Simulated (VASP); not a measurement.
# CdTe (I-4m2) in VASP: a series of runs

Runs on CdTe. Level: PBEsol. Tasks: single point.

Program: VASP 6.6.1. These are calculated values, not measurements. Logs are shortened: lines on timing, memory, paths and dates and some standing lists are left out, and cuts for length are marked.

## (1) The cell of the first run

Symmetry: I-4m2, No. 119, tetragonal system. Conventional cell: a = 4.397 Å, b = 4.397 Å, c = 6.602 Å, α = 90.00°, β = 90.00°, γ = 90.00°. Within 3.6 Å of Cd (site symmetry -4m2) lie 4 Te at 2.75 Å. Te (site symmetry -4m2) has 4 Cd at 2.75 Å within 3.6 Å.

## (2) Single point, PBEsol (strain -0.030 along x and y, +0.030 along z)

The input, INCAR:

```
SYSTEM = CdTe
ALGO = Normal
EDIFF = 1E-6
ENCUT = 520
GGA = PS
ISIF = 2
ISMEAR = 0
LASPH = .True.
LCHARG = .True.
LELF = .True.
LREAL = .False.
LVHAR = .True.
LWAVE = .False.
NBANDS = 16
NELM = 60
PREC = Accurate
SIGMA = 0.05
```

The input, KPOINTS:

```
k-points
0
Gamma
  8 8 8
  0 0 0
```

The input, POSCAR:

```
CdTe
1.0
    0.0000000000      3.1088500000      3.3011500000
    3.1088500000      0.0000000000      3.3011500000
    3.1088500000      3.1088500000      0.0000000000
Cd Te
1 1
Direct
    0.0000000000      0.0000000000      0.0000000000
    0.7500000000      0.7500000000      0.7500000000
```

Potentials or basis: VASP PAW PBE potentials, release 64 (Cd, Te).

Command:

```bash
$ cat potpaw_PBE.64/Cd/POTCAR potpaw_PBE.64/Te/POTCAR > POTCAR
$ mpirun -np 1 vasp_std > vasp.out
```

OUTCAR:

```text
SYSTEM = CdTe
   EDIFF = 1E-6
   ENCUT = 520
   GGA = PS
   ISIF = 2
   ISMEAR = 0
   LASPH = .True.
   LREAL = .False.
   NELM = 60
   PREC = Accurate

 ion  position               nearest neighbor table
   1  0.000  0.000  0.000-   2 2.75   2 2.75   2 2.75   2 2.75
   2  0.750  0.750  0.750-   1 2.75   1 2.75   1 2.75   1 2.75

  LATTYP: Found a body centered tetragonal cell.
 ALAT       =     4.3965778334
 C/A-ratio  =     1.5016906899

  Lattice vectors:

 A1 = (  -3.1088500000,   0.0000000000,   3.3011500000)
 A2 = (   3.1088500000,   0.0000000000,   3.3011500000)
 A3 = (   0.0000000000,   3.1088500000,  -3.3011500000)

Analysis of symmetry for initial positions (statically):
=====================================================================
 Subroutine PRICEL returns:
 Original cell was already a primitive cell.

 Routine SETGRP: Setting up the symmetry group for a
 body centered tetragonal supercell.

 Subroutine GETGRP returns: Found  8 space group operations
 (whereof  8 operations were pure point group operations)
 out of a pool of 16 trial point group operations.

The static configuration has the point symmetry D_2d.

Analysis of symmetry for dynamics (positions and initial velocities):
=====================================================================
 Subroutine PRICEL returns:
 Original cell was already a primitive cell.

 Routine SETGRP: Setting up the symmetry group for a
 body centered tetragonal supercell.

 Subroutine GETGRP returns: Found  8 space group operations
 (whereof  8 operations were pure point group operations)
 out of a pool of 16 trial point group operations.

The dynamic configuration has the point symmetry D_2d.

 Subroutine INISYM returns: Found  8 space group operations
 (whereof  8 operations are pure point group operations),
 and found     1 'primitive' translations

----------------------------------------------------------------------------------------

                                     Primitive cell

  volume of cell :      63.8109

  direct lattice vectors                    reciprocal lattice vectors
     0.000000000  3.108850000  3.301150000    -0.160831176  0.160831176  0.151462369
     3.108850000  0.000000000  3.301150000     0.160831176 -0.160831176  0.151462369
     3.108850000  3.108850000  0.000000000     0.160831176  0.160831176 -0.151462369

  length of vectors
     4.534593658  4.534593658  4.396577833     0.273265774  0.273265774  0.273265774

  position of ions in fractional coordinates (direct lattice)
     0.000000000  0.000000000  0.000000000
     0.750000000  0.750000000  0.750000000

  ion indices of the primitive-cell ions
   primitive index   ion index
                 1           1
                 2           2

----------------------------------------------------------------------------------------

 KPOINTS: k-points

Automatic generation of k-mesh.
 Grid dimensions read from file:
 generate k-points for:    8    8    8

 Generating k-lattice:

  Cartesian coordinates                     Fractional coordinates (reciprocal lattice)
    -0.020103897  0.020103897  0.018932796     0.125000000 -0.000000000  0.000000000
     0.020103897 -0.020103897  0.018932796    -0.000000000  0.125000000  0.000000000
     0.020103897  0.020103897 -0.018932796     0.000000000  0.000000000  0.125000000

  Length of vectors
     0.034158222  0.034158222  0.034158222

  Shift w.r.t. Gamma in fractional coordinates (k-lattice)
     0.000000000  0.000000000  0.000000000

 Subroutine IBZKPT returns following result:
 ===========================================

 Found     59 irreducible k-points:

 Following reciprocal coordinates:
            Coordinates               Weight
  0.000000  0.000000  0.000000      1.000000
  0.125000  0.000000  0.000000      8.000000
  0.250000  0.000000  0.000000      8.000000
  0.375000  0.000000  0.000000      8.000000
  0.500000  0.000000  0.000000      4.000000
  0.125000  0.125000  0.000000      2.000000
[... 16 lines left out ...]
  0.250000  0.000000  0.125000     16.000000
  0.375000  0.000000  0.125000     16.000000
 [... further k-points ...]
   k-points           NKPTS =     59   k-points in BZ     NKDIM =     59   number of bands    NBANDS=     16
   number of dos      NEDOS =    301   number of ions     NIONS =      2
   total plane-waves  NPLWV =  46656
   dimension x,y,z NGX =    36 NGY =   36 NGZ =   36
   dimension x,y,z NGXF=    72 NGYF=   72 NGZF=   72
   ions per type =               1   1
   NGX,Y,Z   is equivalent  to a cutoff of  13.20, 13.20, 13.61 a.u.
   NGXF,Y,Z  is equivalent  to a cutoff of  26.40, 26.40, 27.23 a.u.
 SYSTEM =  CdTe
   PREC   = accura    normal or accurate (medium, high low for compatibility)
   ISTART =      0    job   : 0-new  1-cont  2-samecut
   ICHARG =      2    charge: 1-file 2-atom 10-const
   ISPIN  =      1    spin polarized calculation?
   LNONCOLLINEAR =      F non collinear calculations
   LSORBIT =      F    spin-orbit coupling
   LASPH  =      T    aspherical Exc in radial PAW
   ENCUT  =  520.0 eV  38.22 Ry    6.18 a.u.   8.43  8.43  8.17*2*pi/ulx,y,z
   NELM   =     60;   NELMIN=  2; NELMDL= -5     # of ELM steps
   EDIFF  = 0.1E-05   stopping-criterion for ELM
   LREAL  =      F    real-space projection
   EDIFFG = 0.1E-04   stopping-criterion for IOM
   NSW    =      0    number of steps for IOM
   IBRION =     -1    ionic relax: 0-MD 1-quasi-New 2-CG
   NFREE  =      0    steps in history (QN), initial steepest desc. (CG)
   ISIF   =      2    stress and relaxation
   ISYM   =      2    0-nonsym 1-usesym 2-fastsym
   POTIM  = 0.5000    time-step for ionic-motion
   TEBEG  =    0.0;   TEEND  =   0.0 temperature during run
   PSTRESS=    0.0 pullay stress
   NELECT =      18.0000    total number of electrons
   NUPDOWN=      -1.0000    fix difference up-down
   EMIN   =  10.00;   EMAX   =-10.00  energy-range for DOS
   EFERMI =   0.00;   METHOD = LEGACY
   ISMEAR =     0;   SIGMA  =   0.05  broadening in eV -4-tet -1-fermi 0-gaus
   EFERMI_NEDOS =   21; number of points for ismear=-14 and -15
   IALGO  =     38    algorithm
   IMIX   =      4    mixing-type and parameters
     AMIX     =   0.40;   BMIX     =  1.00
     AMIX_MAG =   1.60;   BMIX_MAG =  1.00
  volume/ion in A,a.u.               =      31.91       215.31
  Fermi-wavevector in a.u.,A,eV,Ry     =   1.073662  2.028926 15.684104  1.152749
  Thomas-Fermi vector in A             =   2.209467
   LORBIT       =      0    0 simple, 1 ext, 2 COOP (PROOUT), +10 PAW based schemes
   GGA     = PS    functional components
   LHFCALC =     F    Hartree Fock is set to
   AEXX    =    0.0000 exact exchange contribution
   IVDW    =     0    specifies the selected vdW correction
   LEPSILON=     F    determine dielectric tensor
   LRPA    =     F    only Hartree local field effects (RPA)
 non-spin polarized calculation
 Gauss-broadening in eV      SIGMA  =   0.05
  energy-cutoff  :      520.00
  volume of cell :       63.81
 maximum number of plane-waves:      1761
 NGX is ok and might be reduce to    36
   NGX = 17   NGY = 17   NGZ = 17

 number of electron      18.0000001 magnetization

 Free energy of the ion-electron system (eV)
  ---------------------------------------------------
  ext. energy  EPLUGINS =         0.00000000
  ---------------------------------------------------
  free energy    TOTEN  =        -5.43289917 eV

  energy without entropy =       -5.43289917  energy(sigma->0) =       -5.43289917

 E-fermi :   3.1171     XC(G=0):  -9.0735

 val. band max:        2.8945963256   @ k =   0.0000   0.0000   0.0000
 cond. band min:       3.6609919317   @ k =   0.0000   0.0000   0.0000
 fundamental gap:      0.7663956061
 Fermi energy:         3.1171404770

 k-point     1 :       0.0000    0.0000    0.0000
  band No.  band energies     occupation
      1      -8.7796      2.00000
      2      -5.6916      2.00000
      3      -5.6751      2.00000
      4      -5.6751      2.00000
      5      -5.3750      2.00000
      6      -5.3589      2.00000
[... 8 lines left out ...]
     15      11.7463      0.00000
     16      12.1932      0.00000

 k-point     2 :       0.1250    0.0000    0.0000
  band No.  band energies     occupation
      1      -8.7106      2.00000
      2      -5.6746      2.00000
      3      -5.6615      2.00000
      4      -5.6330      2.00000
      5      -5.3744      2.00000
      6      -5.3615      2.00000
[... 8 lines left out ...]
     15      11.2064      0.00000
     16      11.7598      0.00000

 k-point     3 :       0.2500    0.0000    0.0000
  band No.  band energies     occupation
      1      -8.5421      2.00000
      2      -5.6450      2.00000
      3      -5.6309      2.00000
      4      -5.4737      2.00000
      5      -5.3658      2.00000
      6      -5.3651      2.00000
[... 8 lines left out ...]
     15      11.3578      0.00000
     16      11.3691      0.00000

 k-point     4 :       0.3750    0.0000    0.0000
  band No.  band energies     occupation
      1      -8.3739      2.00000
      2      -5.6223      2.00000
      3      -5.6044      2.00000
      4      -5.3636      2.00000
      5      -5.3634      2.00000
      6      -5.1691      2.00000
[... 8 lines left out ...]
     15      12.0506      0.00000
     16      12.2683      0.00000
[... 324 lines left out ...]
 k-point    22 :       0.1250    0.0000    0.1250
  band No.  band energies     occupation
      1      -8.6849      2.00000
      2      -5.6671      2.00000
      3      -5.6475      2.00000
      4      -5.6317      2.00000
      5      -5.3710      2.00000
      6      -5.3630      2.00000
[... 8 lines left out ...]
     15      11.4861      0.00000
     16      12.0542      0.00000

 k-point    23 :       0.2500    0.0000    0.1250
  band No.  band energies     occupation
      1      -8.5481      2.00000
      2      -5.6405      2.00000
      3      -5.6193      2.00000
      4      -5.5247      2.00000
      5      -5.3659      2.00000
      6      -5.3542      2.00000
[... 8 lines left out ...]
     15      11.8048      0.00000
     16      12.3822      0.00000

 k-point    24 :       0.3750    0.0000    0.1250
  band No.  band energies     occupation
      1      -8.3809      2.00000
      2      -5.6155      2.00000
      3      -5.5918      2.00000
      4      -5.4091      2.00000
      5      -5.3557      2.00000
      6      -5.2068      2.00000
[... 8 lines left out ...]
     15      12.0383      0.00000
     16      12.8154      0.00000

 [... further k-points ...]

------------------------ aborting loop because EDIFF is reached ----------------------------------------

  FORCE on cell =-STRESS in cart. coord.  units (eV):
  Direction    XX          YY          ZZ          XY          YZ          ZX
  --------------------------------------------------------------------------------------
  -------------------------------------------------------------------------------------
  Total        1.5076914      1.5076914      1.1105764      0.0000000      0.0000000      0.0000000
  in kB       37.8554366     37.8554366     27.8845885      0.0000000      0.0000000      0.0000000
  external PRESSURE =      34.5318206 kB  Pullay stress =       0.0000000 kB

 VOLUME and BASIS-vectors are now :
 -----------------------------------------------------------------------------
  energy-cutoff  :      520.00
  volume of cell :       63.81
      direct lattice vectors                 reciprocal lattice vectors
     0.000000000  3.108850000  3.301150000    -0.160831176  0.160831176  0.151462369
     3.108850000  0.000000000  3.301150000     0.160831176 -0.160831176  0.151462369
     3.108850000  3.108850000  0.000000000     0.160831176  0.160831176 -0.151462369

 POSITION                                       TOTAL-FORCE (eV/Angst)
 -----------------------------------------------------------------------------------
      0.00000      0.00000      0.00000         0.000000      0.000000      0.000000
      4.66327      4.66327      4.95172        -0.000000     -0.000000      0.000000
 -----------------------------------------------------------------------------------
    total drift:                                0.000000      0.000000      0.000001

  FREE ENERGIE OF THE ION-ELECTRON SYSTEM (eV)
  ---------------------------------------------------
  free  energy   TOTEN  =        -5.4328991665 eV

  energy  without entropy=       -5.4328991665  energy(sigma->0) =       -5.43289917
```

Wall time 24 s (1 thread of Intel Xeon 6975P-C (Granite Rapids), shared host); peak memory 0.23 GiB.

What came out:

* Free energy: -5.4329 eV
* Pressure: 3.5 GPa
* Band gap on the k mesh: 0.77 eV, direct

Caveat: the cell differs from its parent crystal (strain -0.030 along x and y, +0.030 along z); the PAW data sets were made with another functional, which shifts forces and pressure a little; spin-orbit coupling is left out, which moves the levels of the heavy elements.

## (3) Single point, PBEsol (strain +0.000 along x and y, -0.030 along z)

The input, INCAR:

```
PREC = Accurate
ENCUT = 520
EDIFF = 1E-7
ISMEAR = 0
SIGMA = 0.05
LREAL = F
LASPH = T
NELM = 100
ALGO = Normal
ISIF = 2
LWAVE = F
LCHARG = F
GGA = PS
NBANDS = 16
```

The input, KPOINTS:

```
regular mesh
0
Gamma
  8 8 8
```

The input, POSCAR:

```
CdTe
1.0
    0.0000000000      3.2050000000      3.1088500000
    3.2050000000      0.0000000000      3.1088500000
    3.2050000000      3.2050000000      0.0000000000
Cd Te
1 1
Direct
    0.0000000000      0.0000000000      0.0000000000
    0.7500000000      0.7500000000      0.7500000000
```

Potentials or basis: VASP PAW PBE potentials, release 64 (Cd, Te).

Command:

```bash
$ cat potpaw_PBE.64/Cd/POTCAR potpaw_PBE.64/Te/POTCAR > POTCAR
$ mpirun -np 1 vasp_std > vasp.out
```

It took 24 s on 1 thread of Intel Xeon 6975P-C (Granite Rapids), shared host; peak memory 0.24 GiB.

It converged, with:

```yaml
Free_energy: -5.4400 eV
Pressure: 3.5 GPa
Band_gap_on_the_k_mesh: 0.78 eV, direct
```

Stress tensor (GPa, compression positive):
```
3.33 0.00 0.00
0.00 3.33 0.00
0.00 0.00 3.73
```

Levels at points of the mesh, in eV from the valence-band top:
```tsv
k point	band 5	band 6	band 7	band 8	band 9	band 10	band 11	band 12	band 13	band 14
(0.00, 0.00, 0.00)	-8.26	-8.25	-0.10	-0.10	0.00	0.78	4.43	4.43	4.43	7.31
(0.50, 0.00, 0.00)	-8.24	-7.85	-4.92	-1.03	-0.87	1.71	4.93	5.14	6.89	8.70
(0.50, 0.50, 0.00)	-8.21	-7.65	-4.63	-2.27	-2.27	2.19	2.34	9.16	9.32	9.32
(0.50, 0.00, 0.50)	-8.22	-7.71	-4.79	-2.16	-2.11	2.32	2.58	8.93	9.18	9.42
```

Caveat: the cell differs from its parent crystal (strain +0.000 along x and y, -0.030 along z); the PAW data sets were made with another functional, which shifts forces and pressure a little; spin-orbit coupling is left out, which moves the levels of the heavy elements.

(Continued in part 2 of 2.)
